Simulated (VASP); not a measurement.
# NbH2 in VASP: further runs, part 2 of 2

VASP 6.6.1.

### 4 Single point, PBEsol

This run uses another cell than the first one, of 64.95 Å³/atom, 1.006 times its volume.

Input file INCAR:

```
SYSTEM = NbH2
PREC = Accurate ; ENCUT = 520
EDIFF = 1E-6 ; ISMEAR = 0
SIGMA = 0.1 ; LREAL = .FALSE.
LASPH = .TRUE. ; NELM = 80
ALGO = Normal ; ISIF = 2
LWAVE = .FALSE. ; LCHARG = .FALSE.
LDIPOL = .TRUE. ; IDIPOL = 3
DIPOL = 0.5 0.5 0.299 ; GGA = PS
NBANDS = 14
```

Input file KPOINTS:

```
regular mesh
0
G
  16 16 1
  0 0 0
```

Input file POSCAR:

```
NbH2
1.0
    2.7331806158      0.0000000000      0.0000000000
    0.0000000000      2.7331806158      0.0000000000
    0.0000000000      0.0000000000     26.0815001600
Nb H
1 2
Direct
    0.5000000000      0.5000000000      0.3328008888
    0.0000000000      0.5000000000      0.2827613143
    0.5000000000      0.0000000000      0.2827613143
```

Potentials or basis: VASP PAW PBE potentials, release 64 (Nb_sv, H).

On the command line:

```
cat potpaw_PBE.64/Nb_sv/POTCAR potpaw_PBE.64/H/POTCAR > POTCAR
mpirun -np 1 vasp_std > vasp.out
```

OUTCAR:

```text
SYSTEM = NbH2
   PREC = Accurate
   ENCUT = 520
   EDIFF = 1E-6
   ISMEAR = 0
   LREAL = .FALSE.
   LASPH = .TRUE.
   NELM = 80
   ISIF = 2
   GGA = PS

 ion  position               nearest neighbor table
   1  0.500  0.500  0.333-   2 1.89   3 1.89   3 1.89   2 1.89
   2  0.000  0.500  0.283-   1 1.89   1 1.89
   3  0.500  0.000  0.283-   1 1.89   1 1.89

  LATTYP: Found a simple tetragonal cell.
 ALAT       =     2.7331806158
 C/A-ratio  =     9.5425454173

  Lattice vectors:

 A1 = (   2.7331806158,   0.0000000000,   0.0000000000)
 A2 = (   0.0000000000,   2.7331806158,   0.0000000000)
 A3 = (   0.0000000000,   0.0000000000,  26.0815001600)

Analysis of symmetry for initial positions (statically):
=====================================================================
 Subroutine PRICEL returns:
 Original cell was already a primitive cell.

 Routine SETGRP: Setting up the symmetry group for a
 simple tetragonal supercell.

 Subroutine GETGRP returns: Found  8 space group operations
 (whereof  8 operations were pure point group operations)
 out of a pool of 16 trial point group operations.

The static configuration has the point symmetry C_4v.

Analysis of symmetry for dynamics (positions and initial velocities):
=====================================================================
 Subroutine PRICEL returns:
 Original cell was already a primitive cell.

 Routine SETGRP: Setting up the symmetry group for a
 simple tetragonal supercell.

 Subroutine GETGRP returns: Found  8 space group operations
 (whereof  8 operations were pure point group operations)
 out of a pool of 16 trial point group operations.

The dynamic configuration has the point symmetry C_4v.

 Subroutine INISYM returns: Found  8 space group operations
 (whereof  8 operations are pure point group operations),
 and found     1 'primitive' translations

----------------------------------------------------------------------------------------

                                     Primitive cell

  volume of cell :     194.8360

  direct lattice vectors                    reciprocal lattice vectors
     2.733180616  0.000000000  0.000000000     0.365874101  0.000000000  0.000000000
     0.000000000  2.733180616  0.000000000     0.000000000  0.365874101  0.000000000
     0.000000000  0.000000000 26.081500160     0.000000000  0.000000000  0.038341353

  length of vectors
     2.733180616  2.733180616 26.081500160     0.365874101  0.365874101  0.038341353

  position of ions in fractional coordinates (direct lattice)
     0.500000000  0.500000000  0.332800889
     0.000000000  0.500000000  0.282761314
     0.500000000  0.000000000  0.282761314

  ion indices of the primitive-cell ions
   primitive index   ion index
                 1           1
                 2           2
                 3           3

----------------------------------------------------------------------------------------

 KPOINTS: regular mesh

Automatic generation of k-mesh.
 Grid dimensions read from file:
 generate k-points for:   16   16    1

[... 43 lines left out ...]
  0.500000  0.125000  0.000000      4.000000
 [... further k-points ...]
   k-points           NKPTS =     45   k-points in BZ     NKDIM =     45   number of bands    NBANDS=     14
   number of dos      NEDOS =    301   number of ions     NIONS =      3
   total plane-waves  NPLWV =  78400
   dimension x,y,z NGX =    20 NGY =   20 NGZ =  196
   dimension x,y,z NGXF=    40 NGYF=   40 NGZF=  392
   ions per type =               1   2
   NGX,Y,Z   is equivalent  to a cutoff of  12.17, 12.17, 12.49 a.u.
   NGXF,Y,Z  is equivalent  to a cutoff of  24.33, 24.33, 24.99 a.u.
 SYSTEM =  NbH2
   PREC   = accura    normal or accurate (medium, high low for compatibility)
   ISTART =      0    job   : 0-new  1-cont  2-samecut
   ICHARG =      2    charge: 1-file 2-atom 10-const
   ISPIN  =      1    spin polarized calculation?
   LNONCOLLINEAR =      F non collinear calculations
   LSORBIT =      F    spin-orbit coupling
   LASPH  =      T    aspherical Exc in radial PAW
   ENCUT  =  520.0 eV  38.22 Ry    6.18 a.u.   5.08  5.08 48.49*2*pi/ulx,y,z
   NELM   =     80;   NELMIN=  2; NELMDL= -5     # of ELM steps
   EDIFF  = 0.1E-05   stopping-criterion for ELM
   LREAL  =      F    real-space projection
[... 7 lines left out ...]
   TEBEG  =    0.0;   TEEND  =   0.0 temperature during run
   PSTRESS=    0.0 pullay stress
   NELECT =      15.0000    total number of electrons
   NUPDOWN=      -1.0000    fix difference up-down
   EMIN   =  10.00;   EMAX   =-10.00  energy-range for DOS
   EFERMI =   0.00;   METHOD = LEGACY
   ISMEAR =     0;   SIGMA  =   0.10  broadening in eV -4-tet -1-fermi 0-gaus
   EFERMI_NEDOS =   21; number of points for ismear=-14 and -15
   IALGO  =     38    algorithm
   IMIX   =      4    mixing-type and parameters
     AMIX     =   0.40;   BMIX     =  1.00
     AMIX_MAG =   1.60;   BMIX_MAG =  1.00
  volume/ion in A,a.u.               =      64.95       438.27
  Fermi-wavevector in a.u.,A,eV,Ry     =   0.696438  1.316076  6.599169  0.485025
  Thomas-Fermi vector in A             =   1.779488
   LORBIT       =      0    0 simple, 1 ext, 2 COOP (PROOUT), +10 PAW based schemes
   GGA     = PS    functional components
   LHFCALC =     F    Hartree Fock is set to
   AEXX    =    0.0000 exact exchange contribution
   IVDW    =     0    specifies the selected vdW correction
   LEPSILON=     F    determine dielectric tensor
   LRPA    =     F    only Hartree local field effects (RPA)
 non-spin polarized calculation
 Gauss-broadening in eV      SIGMA  =   0.10
  energy-cutoff  :      520.00
  volume of cell :      194.84
 maximum number of plane-waves:      5290
   NGX = 11   NGY = 11   NGZ = 97

 dipolmoment           0.000000      0.000000      0.000014 electrons x Angstroem

 number of electron      14.9999995 magnetization

 dipolmoment           0.000000      0.000000     -0.005952 electrons x Angstroem

 Free energy of the ion-electron system (eV)
  ---------------------------------------------------
  ext. energy  EPLUGINS =         0.00000000
  ---------------------------------------------------
  free energy    TOTEN  =       -15.88595850 eV

  energy without entropy =      -15.88312127  energy(sigma->0) =      -15.88453989

 E-fermi :  -3.4200     XC(G=0):  -2.1901

 val. band max:       -3.5477133651   @ k =   0.3125   0.1875   0.0000
 cond. band min:      -3.3935282433   @ k =   0.3750   0.1875   0.0000
 fundamental gap:      0.1541851218
 Fermi energy:        -3.4199925475

 k-point     1 :       0.0000    0.0000    0.0000
  band No.  band energies     occupation
      1     -58.1959      2.00000
      2     -34.3778      2.00000
      3     -33.5499      2.00000
      4     -33.5499      2.00000
      5     -10.8365      2.00000
      6      -6.9661      2.00000
      7      -6.1467      2.00000
      8      -3.6861      1.99983
      9      -0.6202      0.00000
     10      -0.6202      0.00000
     11       1.2654      0.00000
     12       1.5075      0.00000
     13       1.5115      0.00000
     14       1.8720      0.00000
[... 377 lines left out ...]
      1     -57.9935      2.00000
      2     -34.9128      2.00000
      3     -34.1564      2.00000
      4     -33.6306      2.00000
      5      -8.3146      2.00000
      6      -7.1817      2.00000
      7      -3.8298      2.00000
      8      -3.7404      1.99999
      9      -1.5424      0.00000
     10      -1.2513      0.00000
     11       1.3208      0.00000
     12       4.0532      0.00000
     13       4.6874      0.00000
     14       5.5736      0.00000

 [... further k-points ...]

------------------------ aborting loop because EDIFF is reached ----------------------------------------

 vacuum level on the upper side and lower side of the slab       (xc-potential included)        -0.077         0.064

  FORCE on cell =-STRESS in cart. coord.  units (eV):
  Direction    XX          YY          ZZ          XY          YZ          ZX
  --------------------------------------------------------------------------------------
  -------------------------------------------------------------------------------------
  Total       -0.9014833     -0.9014833     -0.1075858      0.0000000     -0.0000000      0.0000000
  in kB       -7.4130863     -7.4130863     -0.8847002      0.0000000     -0.0000000      0.0000000
  external PRESSURE =      -5.2369576 kB  Pullay stress =       0.0000000 kB

 VOLUME and BASIS-vectors are now :
 -----------------------------------------------------------------------------
  energy-cutoff  :      520.00
  volume of cell :      194.84
      direct lattice vectors                 reciprocal lattice vectors
     2.733180616  0.000000000  0.000000000     0.365874101  0.000000000  0.000000000
     0.000000000  2.733180616  0.000000000     0.000000000  0.365874101  0.000000000
     0.000000000  0.000000000 26.081500160     0.000000000  0.000000000  0.038341353

 POSITION                                       TOTAL-FORCE (eV/Angst)
 -----------------------------------------------------------------------------------
      1.36659      1.36659      8.67995         0.000000     -0.000000     -0.055509
      0.00000      1.36659      7.37484         0.000000     -0.000000      0.027754
      1.36659      0.00000      7.37484         0.000000      0.000000      0.027754
 -----------------------------------------------------------------------------------
    total drift:                                0.000000      0.000000     -0.000194

  FREE ENERGIE OF THE ION-ELECTRON SYSTEM (eV)
  ---------------------------------------------------
  free  energy   TOTEN  =       -15.8859585044 eV

  energy  without entropy=      -15.8831212711  energy(sigma->0) =      -15.88453989

 vacuum level on the upper side and lower side of the slab         1.701         1.844
```

OSZICAR:

```text
N       E                     dE             d eps       ncg     rms          rms(c)
DAV:   1     0.623812782746E+02    0.62381E+02   -0.75572E+03  1836   0.760E+02
DAV:   2    -0.886564483573E+01   -0.71247E+02   -0.67062E+02  1836   0.230E+02
DAV:   3    -0.168498115485E+02   -0.79842E+01   -0.76472E+01  2166   0.528E+01
[... 13 lines left out ...]
DAV:  17    -0.158859200358E+02   -0.72195E-04   -0.60451E-06  1808   0.128E-02    0.194E-03
DAV:  18    -0.158859443967E+02   -0.24361E-04   -0.14626E-06  1632   0.647E-03    0.524E-04
DAV:  19    -0.158859563343E+02   -0.11938E-04   -0.32764E-07  1296   0.351E-03    0.898E-04
DAV:  20    -0.158859581707E+02   -0.18364E-05   -0.86224E-08  1344   0.276E-03    0.419E-04
DAV:  21    -0.158859585044E+02   -0.33376E-06   -0.24246E-08  1248   0.994E-04
   1 F= -.15885959E+02 E0= -.15884540E+02  d E =-.283723E-02
```

It took 2.4 min on 1 thread of AMD EPYC 7R13 (Zen 3), shared host; peak memory 0.3 GiB.

Results:

* Free energy: -15.8860 eV
* Largest force: 0.056 eV/Å

Forces in eV/Å, atoms in the order of the input:
```
Nb   0.000  0.000 -0.056
H    0.000  0.000  0.028
H    0.000  0.000  0.028
```

Caveat: the PAW data sets were made with another functional, which shifts forces and pressure a little.

### 5 Summary

| level | cell | gap on the mesh (eV) | largest force (eV/Å) |
| --- | --- | --- | --- |
| PBE | a = 2.725, b = 2.725, c = 26.082 Å, 3 atoms | none | 0.01 |
| PBE | a = 2.733, b = 2.733, c = 26.082 Å, 3 atoms | none | 0.01 |
| PBEsol | a = 2.733, b = 2.733, c = 26.082 Å, 3 atoms | none | 0.06 |

Alike in all rows: task single point; potentials or basis VASP PAW PBE potentials, release 64 (Nb_sv, H); no spin polarisation; k mesh 16 × 16 × 1; cutoff (eV) 520; smearing gaussian 0.1 eV.

Caveats: the PAW data sets were made with another functional, which shifts forces and pressure a little (some runs).

Total energies depend on the potentials used, so only differences within one code and one set of settings carry meaning.
